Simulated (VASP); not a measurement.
# NaH (Fm-3m) in VASP: further runs

The runs below take NaH through single point, relaxation of cell and atoms, with PBE.

All numbers are computed with VASP 6.6.1; they aren't measurements. Logs are shortened: lines on timing, memory, paths and dates and some standing lists are left out, and cuts for length are marked.

## 1. The cell of the first run

It takes space group Fm-3m (No. 225, cubic). Conventional cell: a = 4.832 Å, b = 4.832 Å, c = 4.832 Å, α = 90.00°, β = 90.00°, γ = 90.00°. Within 3.2 Å of Na (site symmetry m-3m) lie 6 H at 2.42 Å. Within 3.2 Å of H (site symmetry m-3m) lie 6 Na at 2.42 Å.

## 2. Single point, PBE

Input file INCAR:

```
  ALGO = Normal
  EDIFF = 1E-7
  ENCUT = 520
  GGA = PE
  ISIF = 2
  ISMEAR = 0
  LASPH = True
  LCHARG = True
  LELF = True
  LREAL = False
  LVHAR = True
  LWAVE = False
  NBANDS = 11
  NELM = 100
  PREC = Accurate
  SIGMA = 0.01
```

Input file KPOINTS:

```
k-points
0
Gamma
  8 8 8
```

Input file POSCAR:

```
NaH
1.0
    0.0000000000      2.4159474148      2.4159474148
    2.4159474148      0.0000000000      2.4159474148
    2.4159474148      2.4159474148      0.0000000000
Na H
1 1
Direct
    0.0000000000      0.0000000000      0.0000000000
    0.5000000000      0.5000000000      0.5000000000
```

Potentials or basis: VASP PAW PBE potentials, release 64 (Na_pv, H).

Launch:

```sh
cat potpaw_PBE.64/Na_pv/POTCAR potpaw_PBE.64/H/POTCAR > POTCAR
mpirun -np 1 vasp_std > vasp.out
```

OUTCAR:

```text
EDIFF = 1E-7
   ENCUT = 520
   GGA = PE
   ISIF = 2
   ISMEAR = 0
   LASPH = True
   LREAL = False
   NELM = 100
   PREC = Accurate

 ion  position               nearest neighbor table
   1  0.000  0.000  0.000-
   2  0.500  0.500  0.500-

  LATTYP: Found a face centered cubic cell.
 ALAT       =     4.8318948296

  Lattice vectors:

 A1 = (   0.0000000000,   2.4159474148,   2.4159474148)
 A2 = (   2.4159474148,   0.0000000000,   2.4159474148)
 A3 = (   2.4159474148,   2.4159474148,   0.0000000000)

Analysis of symmetry for initial positions (statically):
=====================================================================
 Subroutine PRICEL returns:
 Original cell was already a primitive cell.

 Routine SETGRP: Setting up the symmetry group for a
 face centered cubic supercell.

 Subroutine GETGRP returns: Found 48 space group operations
 (whereof 48 operations were pure point group operations)
 out of a pool of 48 trial point group operations.

The static configuration has the point symmetry O_h .

Analysis of symmetry for dynamics (positions and initial velocities):
=====================================================================
 Subroutine PRICEL returns:
 Original cell was already a primitive cell.

 Routine SETGRP: Setting up the symmetry group for a
 face centered cubic supercell.

 Subroutine GETGRP returns: Found 48 space group operations
 (whereof 48 operations were pure point group operations)
 out of a pool of 48 trial point group operations.

The dynamic configuration has the point symmetry O_h .

 Subroutine INISYM returns: Found 48 space group operations
 (whereof 48 operations are pure point group operations),
 and found     1 'primitive' translations

----------------------------------------------------------------------------------------

                                     Primitive cell

  volume of cell :      28.2028

  direct lattice vectors                    reciprocal lattice vectors
     0.000000000  2.415947415  2.415947415    -0.206958147  0.206958147  0.206958147
     2.415947415  0.000000000  2.415947415     0.206958147 -0.206958147  0.206958147
     2.415947415  2.415947415  0.000000000     0.206958147  0.206958147 -0.206958147

  length of vectors
     3.416665600  3.416665600  3.416665600     0.358462025  0.358462025  0.358462025

  position of ions in fractional coordinates (direct lattice)
     0.000000000  0.000000000  0.000000000
     0.500000000  0.500000000  0.500000000

  ion indices of the primitive-cell ions
   primitive index   ion index
                 1           1
                 2           2

----------------------------------------------------------------------------------------

 KPOINTS: k-points

Automatic generation of k-mesh.
 Grid dimensions read from file:
 generate k-points for:    8    8    8

 Generating k-lattice:

  Cartesian coordinates                     Fractional coordinates (reciprocal lattice)
    -0.025869768  0.025869768  0.025869768     0.125000000  0.000000000  0.000000000
     0.025869768 -0.025869768  0.025869768     0.000000000  0.125000000  0.000000000
     0.025869768  0.025869768 -0.025869768     0.000000000  0.000000000  0.125000000

  Length of vectors
     0.044807753  0.044807753  0.044807753

  Shift w.r.t. Gamma in fractional coordinates (k-lattice)
     0.000000000  0.000000000  0.000000000

 Subroutine IBZKPT returns following result:
 ===========================================

 Found     29 irreducible k-points:

 Following reciprocal coordinates:
            Coordinates               Weight
  0.000000  0.000000  0.000000      1.000000
  0.125000  0.000000  0.000000      8.000000
  0.250000  0.000000  0.000000      8.000000
  0.375000  0.000000  0.000000      8.000000
  0.500000  0.000000  0.000000      4.000000
  0.125000  0.125000  0.000000      6.000000
[... 16 lines left out ...]
  0.500000  0.250000  0.125000     48.000000
 -0.375000  0.250000  0.125000     24.000000
 [... further k-points ...]
   k-points           NKPTS =     29   k-points in BZ     NKDIM =     29   number of bands    NBANDS=     11
   number of dos      NEDOS =    301   number of ions     NIONS =      2
   total plane-waves  NPLWV =  21952
   dimension x,y,z NGX =    28 NGY =   28 NGZ =   28
   dimension x,y,z NGXF=    56 NGYF=   56 NGZF=   56
   ions per type =               1   1
   NGX,Y,Z   is equivalent  to a cutoff of  13.62, 13.62, 13.62 a.u.
   NGXF,Y,Z  is equivalent  to a cutoff of  27.25, 27.25, 27.25 a.u.
 SYSTEM =  unknown system
   PREC   = accura    normal or accurate (medium, high low for compatibility)
   ISTART =      0    job   : 0-new  1-cont  2-samecut
   ICHARG =      2    charge: 1-file 2-atom 10-const
   ISPIN  =      1    spin polarized calculation?
   LNONCOLLINEAR =      F non collinear calculations
   LSORBIT =      F    spin-orbit coupling
   LASPH  =      T    aspherical Exc in radial PAW
   ENCUT  =  520.0 eV  38.22 Ry    6.18 a.u.   6.35  6.35  6.35*2*pi/ulx,y,z
   NELM   =    100;   NELMIN=  2; NELMDL= -5     # of ELM steps
   EDIFF  = 0.1E-06   stopping-criterion for ELM
   LREAL  =      F    real-space projection
   EDIFFG = 0.1E-05   stopping-criterion for IOM
   NSW    =      0    number of steps for IOM
   IBRION =     -1    ionic relax: 0-MD 1-quasi-New 2-CG
   NFREE  =      0    steps in history (QN), initial steepest desc. (CG)
   ISIF   =      2    stress and relaxation
   ISYM   =      2    0-nonsym 1-usesym 2-fastsym
   POTIM  = 0.5000    time-step for ionic-motion
   TEBEG  =    0.0;   TEEND  =   0.0 temperature during run
   PSTRESS=    0.0 pullay stress
   NELECT =       8.0000    total number of electrons
   NUPDOWN=      -1.0000    fix difference up-down
   EMIN   =  10.00;   EMAX   =-10.00  energy-range for DOS
   EFERMI =   0.00;   METHOD = LEGACY
   ISMEAR =     0;   SIGMA  =   0.01  broadening in eV -4-tet -1-fermi 0-gaus
   EFERMI_NEDOS =   21; number of points for ismear=-14 and -15
   IALGO  =     38    algorithm
   IMIX   =      4    mixing-type and parameters
     AMIX     =   0.40;   BMIX     =  1.00
     AMIX_MAG =   1.60;   BMIX_MAG =  1.00
  volume/ion in A,a.u.               =      14.10        95.16
  Fermi-wavevector in a.u.,A,eV,Ry     =   1.075658  2.032698 15.742473  1.157039
  Thomas-Fermi vector in A             =   2.211520
   LORBIT       =      0    0 simple, 1 ext, 2 COOP (PROOUT), +10 PAW based schemes
   GGA     = PE    functional components
   LHFCALC =     F    Hartree Fock is set to
   AEXX    =    0.0000 exact exchange contribution
   IVDW    =     0    specifies the selected vdW correction
   LEPSILON=     F    determine dielectric tensor
   LRPA    =     F    only Hartree local field effects (RPA)
 non-spin polarized calculation
 Gauss-broadening in eV      SIGMA  =   0.01
  energy-cutoff  :      520.00
  volume of cell :       28.20
 maximum number of plane-waves:       775
 NGX is ok and might be reduce to    28
   NGX = 13   NGY = 13   NGZ = 13

 number of electron       7.9999999 magnetization

 Free energy of the ion-electron system (eV)
  ---------------------------------------------------
  ext. energy  EPLUGINS =         0.00000000
  ---------------------------------------------------
  free energy    TOTEN  =        -5.08761332 eV

  energy without entropy =       -5.08761332  energy(sigma->0) =       -5.08761332

 E-fermi :  -0.9575     XC(G=0):  -7.7712

 val. band max:       -1.1123918484   @ k =  -0.2500   0.5000   0.2500
 cond. band min:       2.6485624145   @ k =   0.5000   0.0000   0.0000
 fundamental gap:      3.7609542629
 Fermi energy:        -0.9574570558

 k-point     1 :       0.0000    0.0000    0.0000
  band No.  band energies     occupation
      1     -23.2140      2.00000
      2     -23.2140      2.00000
      3     -23.2140      2.00000
      4      -4.7311      2.00000
      5       9.3092      0.00000
      6      14.4927      0.00000
      7      14.4927      0.00000
      8      14.4927      0.00000
      9      15.3515      0.00000
     10      15.3515      0.00000
     11      15.3515      0.00000

 k-point     2 :       0.1250    0.0000    0.0000
  band No.  band energies     occupation
      1     -23.2279      2.00000
      2     -23.2157      2.00000
      3     -23.2157      2.00000
      4      -4.4627      2.00000
      5       8.4281      0.00000
      6      11.8809      0.00000
      7      13.6799      0.00000
      8      13.6799      0.00000
      9      16.3436      0.00000
     10      16.3436      0.00000
     11      16.4862      0.00000

 k-point     3 :       0.2500    0.0000    0.0000
  band No.  band energies     occupation
      1     -23.2612      2.00000
      2     -23.2197      2.00000
      3     -23.2197      2.00000
      4      -3.7002      2.00000
      5       6.1138      0.00000
      6      10.4153      0.00000
      7      12.8928      0.00000
      8      12.8928      0.00000
      9      16.3249      0.00000
     10      16.3249      0.00000
     11      17.6881      0.00000

 k-point     4 :       0.3750    0.0000    0.0000
  band No.  band energies     occupation
      1     -23.2941      2.00000
      2     -23.2237      2.00000
      3     -23.2237      2.00000
      4      -2.6319      2.00000
      5       3.7654      0.00000
      6       9.8350      0.00000
      7      12.4266      0.00000
      8      12.4266      0.00000
      9      15.5583      0.00000
     10      15.5583      0.00000
     11      17.9433      0.00000
[... 239 lines left out ...]
 k-point    22 :       0.3750    0.2500    0.1250
  band No.  band energies     occupation
      1     -23.2688      2.00000
      2     -23.2360      2.00000
      3     -23.2250      2.00000
      4      -3.0855      2.00000
      5       5.7533      0.00000
      6       8.1246      0.00000
      7      11.1376      0.00000
      8      13.9988      0.00000
      9      14.3148      0.00000
     10      16.8921      0.00000
     11      19.5179      0.00000

 k-point    23 :       0.5000    0.2500    0.1250
  band No.  band energies     occupation
      1     -23.2860      2.00000
      2     -23.2456      2.00000
      3     -23.2300      2.00000
      4      -2.1426      2.00000
      5       4.2786      0.00000
      6       6.9685      0.00000
      7      10.2638      0.00000
      8      13.8762      0.00000
      9      15.1786      0.00000
     10      17.1778      0.00000
     11      19.3193      0.00000

 k-point    24 :      -0.3750    0.2500    0.1250
  band No.  band energies     occupation
      1     -23.2933      2.00000
      2     -23.2485      2.00000
      3     -23.2328      2.00000
      4      -1.5953      2.00000
      5       3.4326      0.00000
      6       6.7085      0.00000
      7       9.9069      0.00000
      8      13.8122      0.00000
      9      15.0394      0.00000
     10      18.2602      0.00000
     11      20.3618      0.00000

 [... further k-points ...]

------------------------ aborting loop because EDIFF is reached ----------------------------------------

  FORCE on cell =-STRESS in cart. coord.  units (eV):
  Direction    XX          YY          ZZ          XY          YZ          ZX
  --------------------------------------------------------------------------------------
  -------------------------------------------------------------------------------------
  Total       -0.0054494     -0.0054494     -0.0054494     -0.0000000      0.0000000     -0.0000000
  in kB       -0.3095732     -0.3095732     -0.3095732     -0.0000000      0.0000000     -0.0000000
  external PRESSURE =      -0.3095732 kB  Pullay stress =       0.0000000 kB

 VOLUME and BASIS-vectors are now :
 -----------------------------------------------------------------------------
  energy-cutoff  :      520.00
  volume of cell :       28.20
      direct lattice vectors                 reciprocal lattice vectors
     0.000000000  2.415947415  2.415947415    -0.206958147  0.206958147  0.206958147
     2.415947415  0.000000000  2.415947415     0.206958147 -0.206958147  0.206958147
     2.415947415  2.415947415  0.000000000     0.206958147  0.206958147 -0.206958147

 POSITION                                       TOTAL-FORCE (eV/Angst)
 -----------------------------------------------------------------------------------
      0.00000      0.00000      0.00000        -0.000000      0.000000     -0.000000
      2.41595      2.41595      2.41595         0.000000     -0.000000      0.000000
 -----------------------------------------------------------------------------------
    total drift:                               -0.000000     -0.000000     -0.000000

  FREE ENERGIE OF THE ION-ELECTRON SYSTEM (eV)
  ---------------------------------------------------
  free  energy   TOTEN  =        -5.0876133175 eV

  energy  without entropy=       -5.0876133175  energy(sigma->0) =       -5.08761332
```

Run time: 6.8 s. Hardware: 1 thread of Intel Xeon 6975P-C, shared host; peak memory 0.15 GiB.

What came out:

```
Free energy            : -5.0876 eV
Pressure               : 0.0 GPa
Band gap on the k mesh : 3.76 eV, indirect (least direct gap 4.62 eV)
```

A k mesh can miss the band edges. As with any semilocal functional, this PBE gap is likely too small.

(Continued in part 2 of 3.)
